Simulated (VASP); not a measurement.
# BP (e600) (I-4m2) in VASP: a series of runs

BP (e600) is run at these levels: PBEsol; tasks: single point.

All numbers are computed with VASP 6.6.1; they aren't measurements. Logs are shortened: lines on timing, memory, paths and dates and some standing lists are left out, and cuts for length are marked.

### 1 The cell of the first run

It takes space group I-4m2 (No. 119, tetragonal). Conventional cell: a = 3.164 Å, b = 3.164 Å, c = 4.532 Å, α = 90.00°, β = 90.00°, γ = 90.00°. B (site symmetry -4m2) has 4 P at 1.95 Å within 2.6 Å. Within 2.6 Å of P (site symmetry -4m2) lie 4 B at 1.95 Å.

### 2 Single point, PBEsol (strained cell)

INCAR reads:

```
SYSTEM = BP
PREC = Accurate
ENCUT = 500
EDIFF = 1E-6
ISMEAR = 0
SIGMA = 0.02
LREAL = .False.
LASPH = .True.
NELM = 120
ALGO = Normal
ISIF = 2
LWAVE = .False.
LCHARG = .False.
GGA = PS
NBANDS = 11
GGA_COMPAT = .False.
```

KPOINTS reads:

```
Automatic mesh
0
Gamma
  10 10 10
  0 0 0
```

POSCAR reads:

```
BP
1.0
    0.0000000000      2.2375332127      2.2661946064
    2.2375332127      0.0000000000      2.2661946064
    2.2375332127      2.2375332127      0.0000000000
B P
1 1
Direct
    0.0000000000      0.0000000000      0.0000000000
    0.2500000000      0.2500000000      0.2500000000
```

Potentials or basis: VASP PAW PBE potentials, release 64 (B, P).

Run with:

```sh
cat potpaw_PBE.64/B/POTCAR potpaw_PBE.64/P/POTCAR > POTCAR
mpirun -np 1 vasp_std > vasp.out
```

OUTCAR:

```text
SYSTEM = BP
   PREC = Accurate
   ENCUT = 500
   EDIFF = 1E-6
   ISMEAR = 0
   LREAL = .False.
   LASPH = .True.
   NELM = 120
   ISIF = 2
   GGA = PS

 ion  position               nearest neighbor table
   1  0.000  0.000  0.000-   2 1.95   2 1.95   2 1.95   2 1.95
   2  0.250  0.250  0.250-   1 1.95   1 1.95   1 1.95   1 1.95

  LATTYP: Found a body centered tetragonal cell.
 ALAT       =     3.1643498157
 C/A-ratio  =     1.4323287490

  Lattice vectors:

 A1 = (  -2.2375332127,   0.0000000000,   2.2661946064)
 A2 = (   2.2375332127,   0.0000000000,   2.2661946064)
 A3 = (   0.0000000000,   2.2375332127,  -2.2661946064)

Analysis of symmetry for initial positions (statically):
=====================================================================
 Subroutine PRICEL returns:
 Original cell was already a primitive cell.

 Routine SETGRP: Setting up the symmetry group for a
 body centered tetragonal supercell.

 Subroutine GETGRP returns: Found  8 space group operations
 (whereof  8 operations were pure point group operations)
 out of a pool of 16 trial point group operations.

The static configuration has the point symmetry D_2d.

Analysis of symmetry for dynamics (positions and initial velocities):
=====================================================================
 Subroutine PRICEL returns:
 Original cell was already a primitive cell.

 Routine SETGRP: Setting up the symmetry group for a
 body centered tetragonal supercell.

 Subroutine GETGRP returns: Found  8 space group operations
 (whereof  8 operations were pure point group operations)
 out of a pool of 16 trial point group operations.

The dynamic configuration has the point symmetry D_2d.

 Subroutine INISYM returns: Found  8 space group operations
 (whereof  8 operations are pure point group operations),
 and found     1 'primitive' translations

----------------------------------------------------------------------------------------

                                     Primitive cell

  volume of cell :      22.6917

  direct lattice vectors                    reciprocal lattice vectors
     0.000000000  2.237533213  2.266194606    -0.223460370  0.223460370  0.220634185
     2.237533213  0.000000000  2.266194606     0.223460370 -0.223460370  0.220634185
     2.237533213  2.237533213  0.000000000     0.223460370  0.223460370 -0.220634185

  length of vectors
     3.184680969  3.184680969  3.164349816     0.385419924  0.385419924  0.385419924

  position of ions in fractional coordinates (direct lattice)
     0.000000000  0.000000000  0.000000000
     0.250000000  0.250000000  0.250000000

  ion indices of the primitive-cell ions
   primitive index   ion index
                 1           1
                 2           2

----------------------------------------------------------------------------------------

 KPOINTS: Automatic mesh

Automatic generation of k-mesh.
 Grid dimensions read from file:
 generate k-points for:   10   10   10

 Generating k-lattice:

  Cartesian coordinates                     Fractional coordinates (reciprocal lattice)
    -0.022346037  0.022346037  0.022063418     0.100000000  0.000000000  0.000000000
     0.022346037 -0.022346037  0.022063418     0.000000000  0.100000000  0.000000000
     0.022346037  0.022346037 -0.022063418     0.000000000  0.000000000  0.100000000

  Length of vectors
     0.038541992  0.038541992  0.038541992

  Shift w.r.t. Gamma in fractional coordinates (k-lattice)
     0.000000000  0.000000000  0.000000000

 Subroutine IBZKPT returns following result:
 ===========================================

 Found    102 irreducible k-points:

 Following reciprocal coordinates:
            Coordinates               Weight
  0.000000  0.000000  0.000000      1.000000
  0.100000 -0.000000  0.000000      8.000000
  0.200000 -0.000000  0.000000      8.000000
  0.300000  0.000000  0.000000      8.000000
  0.400000 -0.000000  0.000000      8.000000
  0.500000 -0.000000  0.000000      4.000000
[... 16 lines left out ...]
  0.300000  0.300000  0.000000      2.000000
  0.400000  0.300000  0.000000      8.000000
 [... further k-points ...]
   k-points           NKPTS =    102   k-points in BZ     NKDIM =    102   number of bands    NBANDS=     11
   number of dos      NEDOS =    301   number of ions     NIONS =      2
   total plane-waves  NPLWV =  13824
   dimension x,y,z NGX =    24 NGY =   24 NGZ =   24
   dimension x,y,z NGXF=    48 NGYF=   48 NGZF=   48
   ions per type =               1   1
   NGX,Y,Z   is equivalent  to a cutoff of  12.53, 12.53, 12.61 a.u.
   NGXF,Y,Z  is equivalent  to a cutoff of  25.06, 25.06, 25.22 a.u.
 SYSTEM =  BP
   PREC   = accura    normal or accurate (medium, high low for compatibility)
   ISTART =      0    job   : 0-new  1-cont  2-samecut
   ICHARG =      2    charge: 1-file 2-atom 10-const
   ISPIN  =      1    spin polarized calculation?
   LNONCOLLINEAR =      F non collinear calculations
   LSORBIT =      F    spin-orbit coupling
   LASPH  =      T    aspherical Exc in radial PAW
   ENCUT  =  500.0 eV  36.75 Ry    6.06 a.u.   5.81  5.81  5.77*2*pi/ulx,y,z
   NELM   =    120;   NELMIN=  2; NELMDL= -5     # of ELM steps
   EDIFF  = 0.1E-05   stopping-criterion for ELM
   LREAL  =      F    real-space projection
   EDIFFG = 0.1E-04   stopping-criterion for IOM
   NSW    =      0    number of steps for IOM
   IBRION =     -1    ionic relax: 0-MD 1-quasi-New 2-CG
   NFREE  =      0    steps in history (QN), initial steepest desc. (CG)
   ISIF   =      2    stress and relaxation
   ISYM   =      2    0-nonsym 1-usesym 2-fastsym
   POTIM  = 0.5000    time-step for ionic-motion
   TEBEG  =    0.0;   TEEND  =   0.0 temperature during run
   PSTRESS=    0.0 pullay stress
   NELECT =       8.0000    total number of electrons
   NUPDOWN=      -1.0000    fix difference up-down
   EMIN   =  10.00;   EMAX   =-10.00  energy-range for DOS
   EFERMI =   0.00;   METHOD = LEGACY
   ISMEAR =     0;   SIGMA  =   0.02  broadening in eV -4-tet -1-fermi 0-gaus
   EFERMI_NEDOS =   21; number of points for ismear=-14 and -15
   IALGO  =     38    algorithm
   IMIX   =      4    mixing-type and parameters
     AMIX     =   0.40;   BMIX     =  1.00
     AMIX_MAG =   1.60;   BMIX_MAG =  1.00
  volume/ion in A,a.u.               =      11.35        76.57
  Fermi-wavevector in a.u.,A,eV,Ry     =   1.156510  2.185487 18.198005  1.337516
  Thomas-Fermi vector in A             =   2.293130
   LORBIT       =      0    0 simple, 1 ext, 2 COOP (PROOUT), +10 PAW based schemes
   GGA     = PS    functional components
   LHFCALC =     F    Hartree Fock is set to
   AEXX    =    0.0000 exact exchange contribution
   IVDW    =     0    specifies the selected vdW correction
   LEPSILON=     F    determine dielectric tensor
   LRPA    =     F    only Hartree local field effects (RPA)
 non-spin polarized calculation
 Gauss-broadening in eV      SIGMA  =   0.02
  energy-cutoff  :      500.00
  volume of cell :       22.69
 maximum number of plane-waves:       588
   NGX = 11   NGY = 11   NGZ = 11

 number of electron       8.0000001 magnetization

 Free energy of the ion-electron system (eV)
  ---------------------------------------------------
  ext. energy  EPLUGINS =         0.00000000
  ---------------------------------------------------
  free energy    TOTEN  =       -13.66705706 eV

  energy without entropy =      -13.66705706  energy(sigma->0) =      -13.66705706

 E-fermi :   7.8756     XC(G=0): -11.1692

 val. band max:        7.7971392849   @ k =   0.0000   0.0000   0.0000
 cond. band min:       8.7925371325   @ k =   0.4000   0.0000   0.4000
 fundamental gap:      0.9953978476
 Fermi energy:         7.8755629141

 k-point     1 :       0.0000    0.0000    0.0000
  band No.  band energies     occupation
      1      -8.0069      2.00000
      2       7.6688      2.00000
      3       7.7971      2.00000
      4       7.7971      2.00000
      5      11.1334      0.00000
      6      11.1334      0.00000
      7      11.2028      0.00000
      8      15.5395      0.00000
      9      19.2000      0.00000
     10      19.7841      0.00000
     11      20.1365      0.00000

 k-point     2 :       0.1000   -0.0000    0.0000
  band No.  band energies     occupation
      1      -7.8218      2.00000
      2       6.4168      2.00000
      3       7.4030      2.00000
      4       7.4956      2.00000
      5      11.5538      0.00000
      6      11.5595      0.00000
      7      11.6651      0.00000
      8      16.0264      0.00000
      9      19.0752      0.00000
     10      19.3668      0.00000
     11      19.7952      0.00000

 k-point     3 :       0.2000   -0.0000    0.0000
  band No.  band energies     occupation
      1      -7.2729      2.00000
      2       4.0197      2.00000
      3       6.8142      2.00000
      4       6.9319      2.00000
      5      11.8457      0.00000
      6      12.3117      0.00000
      7      12.3250      0.00000
      8      17.0816      0.00000
      9      18.5062      0.00000
     10      18.6734      0.00000
     11      20.6947      0.00000

 k-point     4 :       0.3000    0.0000    0.0000
  band No.  band energies     occupation
      1      -6.3884      2.00000
      2       1.5983      2.00000
      3       6.3015      2.00000
      4       6.4452      2.00000
      5      11.7809      0.00000
      6      12.5926      0.00000
      7      12.6541      0.00000
      8      17.8038      0.00000
      9      19.1958      0.00000
     10      19.2082      0.00000
     11      21.0450      0.00000
[... 239 lines left out ...]
 k-point    22 :      -0.2000    0.2000    0.0000
  band No.  band energies     occupation
      1      -6.0741      2.00000
      2       2.3771      2.00000
      3       3.3608      2.00000
      4       6.5674      2.00000
      5      12.3388      0.00000
      6      13.1013      0.00000
      7      14.1215      0.00000
      8      16.1837      0.00000
      9      17.2488      0.00000
     10      21.5309      0.00000
     11      23.9197      0.00000

 k-point    23 :       0.3000    0.3000    0.0000
  band No.  band energies     occupation
      1      -5.8673      2.00000
      2       2.7891      2.00000
      3       4.4983      2.00000
      4       4.4983      2.00000
      5       9.2641      0.00000
      6      11.5486      0.00000
      7      16.7724      0.00000
      8      16.7724      0.00000
      9      21.0336      0.00000
     10      22.3964      0.00000
     11      24.3735      0.00000

 k-point    24 :       0.4000    0.3000    0.0000
  band No.  band energies     occupation
      1      -5.0248      2.00000
      2       1.4562      2.00000
      3       3.5905      2.00000
      4       4.2029      2.00000
      5       9.5510      0.00000
      6      11.3246      0.00000
      7      17.4059      0.00000
      8      17.4154      0.00000
      9      21.9254      0.00000
     10      23.2423      0.00000
     11      25.0117      0.00000

 [... further k-points ...]

------------------------ aborting loop because EDIFF is reached ----------------------------------------

  FORCE on cell =-STRESS in cart. coord.  units (eV):
  Direction    XX          YY          ZZ          XY          YZ          ZX
  --------------------------------------------------------------------------------------
  -------------------------------------------------------------------------------------
  Total        0.6098813      0.6098813      0.1163138      0.0000000      0.0000000      0.0000000
  in kB       43.0615577     43.0615577      8.2125075      0.0000000      0.0000000      0.0000000
  external PRESSURE =      31.4452076 kB  Pullay stress =       0.0000000 kB

 VOLUME and BASIS-vectors are now :
 -----------------------------------------------------------------------------
  energy-cutoff  :      500.00
  volume of cell :       22.69
      direct lattice vectors                 reciprocal lattice vectors
     0.000000000  2.237533213  2.266194606    -0.223460370  0.223460370  0.220634185
     2.237533213  0.000000000  2.266194606     0.223460370 -0.223460370  0.220634185
     2.237533213  2.237533213  0.000000000     0.223460370  0.223460370 -0.220634185

 POSITION                                       TOTAL-FORCE (eV/Angst)
 -----------------------------------------------------------------------------------
      0.00000      0.00000      0.00000         0.000000      0.000000     -0.000000
      1.11877      1.11877      1.13310        -0.000000     -0.000000      0.000000
 -----------------------------------------------------------------------------------
    total drift:                               -0.000000     -0.000000      0.000000

  FREE ENERGIE OF THE ION-ELECTRON SYSTEM (eV)
  ---------------------------------------------------
  free  energy   TOTEN  =       -13.6670570631 eV

  energy  without entropy=      -13.6670570631  energy(sigma->0) =      -13.66705706
```

Run time: 5.7 s. Hardware: 1 thread of Intel Xeon 6975P-C (Granite Rapids), shared host; peak memory 0.14 GiB.

What came out:

- Free energy: -13.6671 eV
- Pressure: 3.1 GPa
- Band gap on the k mesh: 1.00 eV, indirect (least direct gap 3.34 eV)

Stress tensor (GPa, compression positive):
```
4.31 0.00 0.00
0.00 4.31 0.00
0.00 0.00 0.82
```

Caveat: the cell differs from its parent crystal (strained cell); the PAW data sets were made with another functional, which shifts forces and pressure a little.

(Part 1 of 2 ends here.)
